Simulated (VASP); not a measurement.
Crystal: Si2C.

```
CELL_PARAMETERS angstrom
2.73951 0.00000 0.00000
-1.36975 2.37248 0.00000
0.00000 0.00000 13.29537
ATOMIC_POSITIONS crystal
Si 0.33333 0.66667 0.83333
Si 0.33333 0.66667 0.16667
Si 0.33333 0.66667 0.50000
Si 0.66667 0.33333 0.00000
C 0.66667 0.33333 0.33333
C 0.66667 0.33333 0.66667
```

* Program: VASP 6.6.1
* Task: relaxation of cell and atoms
* Functional: PBE
* Potentials or basis: VASP PAW PBE potentials, release 64 (Si, C)
* Cutoff: 600 eV
* k mesh: 6 × 6 × 2
* Occupations: gaussian, width 0.1 eV
* Spin: no spin polarisation

At the start: pressure -13.4 GPa; volume 14.40 Å³/atom.

Task: Where does the relaxation end?

Result: Over 30 steps the energy falls by 1271.0 meV/atom and the volume is 12.08 Å³/atom (-16.1 %); space group P-6m2 (No. 187, to 0.05 Å).

The path:
```csv
step,energy change (eV),largest force (eV/Å),pressure (GPa),volume (Å³)
1,0.0000,1.5453,-13.44,86.41
2,-1.4831,2.5369,-4.98,72.08
3,-1.8654,2.6594,8.59,63.83
4,-3.2274,2.8219,10.36,61.75
5,-2.6435,9.5407,84.52,53.76
6,-4.1109,3.5439,16.22,59.96
7,-5.9553,0.9955,34.24,57.05
8,-5.9398,1.7962,45.13,56.02
9,-6.0207,1.2672,39.10,56.55
10,-6.3725,1.7963,37.54,57.78
11,-6.3900,2.4480,37.31,58.14
12,-6.8561,1.8456,27.24,60.20
13,-7.5334,0.2777,4.50,66.67
14,-7.5586,0.2739,0.76,68.12
15,-7.5592,0.3088,0.11,68.39
16,-7.5621,0.2940,0.10,68.45
17,-7.5665,0.2514,0.09,68.62
18,-7.5666,0.2432,0.09,68.66
19,-7.5700,0.2295,0.04,68.73
20,-7.5787,0.1923,-0.11,68.97
21,-7.5898,0.1323,-0.30,69.44
22,-7.5970,0.2854,-0.14,70.38
23,-7.6062,0.1726,0.66,70.52
24,-7.6140,0.0629,1.50,70.66
25,-7.6082,0.1805,3.25,70.92
26,-7.6165,0.0514,2.16,70.76
27,-7.6216,0.0256,1.43,71.45
28,-7.6226,0.0130,0.92,71.97
29,-7.6256,0.0161,0.27,72.30
30,-7.6262,0.0297,-0.14,72.51
```

Final structure:
```
Si C
1.0
     2.99038    0.00000    0.00000
    -1.49519    2.58975    0.00000
     0.00000    0.00000    9.36271
Si C
4 2
Direct
  0.33333 0.66667 0.77680
  0.33333 0.66667 0.22320
  0.33333 0.66667 0.50000
  0.66667 0.33333 0.00000
  0.66667 0.33333 0.30597
  0.66667 0.33333 0.69403
```

Caveat: the k points lie up to 0.40 Å⁻¹ apart in the final cell; the volume moved by over 15 % at a fixed basis, so the end points are rough.
